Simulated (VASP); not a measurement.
Set up this calculation in VASP 6.6.1, as the native input.

- Task: single point
- Functional: r2SCAN
- Dispersion: D3(BJ)
- Potentials or basis: VASP PAW PBE potentials, release 64 (Ti_sv, Te)
- Cutoff: 520 eV
- k mesh: 6 × 6 × 4
- Occupations: gaussian, width 0.1 eV
- Spin: no spin polarisation
- Dipole correction: no
- Further INCAR settings: ALGO = Normal; EDIFF = 1e-07; NBANDS = 19

TiTe2:

```xyz
3
Lattice="3.7770 0.0000 0.0000 -1.8885 3.2710 0.0000 0.0000 0.0000 6.4980" Properties=species:S:1:pos:R:3 pbc="T T T"
Ti    0.0000    0.0000    0.0000
Te    1.8885    1.0903    1.7077
Te    0.0000    2.1807    4.7903
```

One way to write it, as run:

POSCAR

```
TiTe2
1.0
    3.7770000000      0.0000000000      0.0000000000
   -1.8885000000      3.2709779501      0.0000000000
    0.0000000000      0.0000000000      6.4980000000
Ti Te
1 2
Direct
    0.0000000000      0.0000000000      0.0000000000
    0.6666666667      0.3333333333      0.2628000000
    0.3333333333      0.6666666667      0.7372000000
```

INCAR.step1

```
SYSTEM = TiTe2
  ALGO = Normal
  EDIFF = 1E-4
  ENCUT = 520
  GGA = PE
  ISMEAR = 0
  LASPH = .True.
  LCHARG = .False.
  LREAL = .False.
  LWAVE = .True.
  NBANDS = 19
  NELM = 100
  PREC = Accurate
  SIGMA = 0.1
```

INCAR.step2

```
SYSTEM = TiTe2
  ALGO = Normal
  EDIFF = 1E-7
  ENCUT = 520
  ISIF = 2
  ISMEAR = 0
  ISTART = 1
  IVDW = 12
  LASPH = .True.
  LCHARG = .False.
  LMIXTAU = .True.
  LREAL = .False.
  LWAVE = .False.
  METAGGA = R2SCAN
  NBANDS = 19
  NELM = 100
  PREC = Accurate
  SIGMA = 0.1
  VDW_A1 = 0.49484001
  VDW_A2 = 5.73083694
  VDW_S6 = 1.0
  VDW_S8 = 0.78981345
```

KPOINTS

```
k-points
0
Gamma
  6 6 4
  0 0 0
```

Potentials or basis: VASP PAW PBE potentials, release 64 (Ti_sv, Te).

The run is started by

```sh
$ cat potpaw_PBE.64/Ti_sv/POTCAR potpaw_PBE.64/Te/POTCAR > POTCAR
$ cp INCAR.step1 INCAR
$ mpirun -np 1 vasp_std > vasp.out
$ cp INCAR.step2 INCAR
$ mpirun -np 1 vasp_std > vasp.out
```

It gave:

```
Pressure                   : -0.4 GPa
Largest force              : 0.201 eV/Å
Band gap on the k mesh     : zero (band 12 reaches 7.25 eV, above the bottom of band 13 at 6.60 eV)
Dispersion energy per atom : -0.229 eV
```

Caveat: the PAW data sets were made with another functional, which shifts forces and pressure a little; spin-orbit coupling is left out, which moves the levels of the heavy elements.

Run time: 91 s on 1 thread of Intel(R) Xeon(R) 6975P-C (Granite Rapids), with other jobs on the host, peak memory 0.22 GiB.
